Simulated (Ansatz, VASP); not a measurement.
## InPtCl3: VASP beside Ansatz

The input INCAR:

```
ALGO = Normal ; EDIFF = 1E-6
ENCUT = 520 ; GGA = PE
ISIF = 2 ; ISMEAR = 0
LASPH = T ; LCHARG = T
LELF = T ; LREAL = F
LVHAR = T ; LWAVE = F
NBANDS = 30 ; NELM = 80
PREC = Accurate ; SIGMA = 0.1
```

The input KPOINTS:

```
k-points
0
Gamma
  4 4 4
```

File POSCAR:

```
InPtCl3
1.0
    4.6944415900      0.0000000000      0.0000000000
    0.0000000000      4.6944415900      0.0000000000
    0.0000000000      0.0000000000      4.6944415900
In Pt Cl
1 1 3
Direct
    0.5000000000      0.5000000000      0.5000000000
    0.0000000000      0.0000000000      0.0000000000
    0.0000000000      0.0000000000      0.5000000000
    0.0000000000      0.5000000000      0.0000000000
    0.5000000000      0.0000000000      0.0000000000
```

Input for Ansatz:

```yaml
crystal:
  lattice:
    - [4.69444159, 0.0, 0.0]
    - [0.0, 4.69444159, 0.0]
    - [0.0, 0.0, 4.69444159]
  atoms:
    - { symbol: In, position: [0.5, 0.5, 0.5] }
    - { symbol: Pt, position: [0.0, 0.0, 0.0] }
    - { symbol: Cl, position: [0.0, 0.0, 0.5] }
    - { symbol: Cl, position: [0.0, 0.5, 0.0] }
    - { symbol: Cl, position: [0.5, 0.0, 0.0] }
basis:
  ecutwfc: 420
kpoints:
  mp_grid: { grid: [4, 4, 4] }
hamiltonian:
  xc: pbe
scf:
  occupations: { method: gaussian, width: 0.1 }
  lower_state_search: "off"
output:
  forces: true
  stress: true
  eigenvalues: true
```

Change from the starting cell: species swapped into the YbNiH3 type (Pm-3m, No. 221).

Alike in both runs: task single point; functional PBE; k mesh 4 × 4 × 4; occupations gaussian, width 0.1 eV; no spin polarisation.

|  | VASP | Ansatz |
| --- | --- | --- |
| version | VASP 6.6.1 | Ansatz 0.2.0 |
| potentials or method | VASP PAW PBE potentials, release 64 (In_d, Pt, Cl), cutoff 520 eV | scalar-relativistic, plane waves, PAW |
| valence electrons in the cell | 44 | 52 |

|  | VASP | Ansatz | Ansatz less VASP |
| --- | --- | --- | --- |
| gap on the k mesh at the Fermi level (eV) | none | none | - |
| pressure (GPa) | 13.3 | 13.4 | +0.08 |

A gap of «none» marks a metal or a gap that the smearing closes. VASP's potentials hold 44 valence electrons a cell and Ansatz's 52, so a difference there can come from the potentials and not from the codes.

Spin-orbit coupling is off throughout.
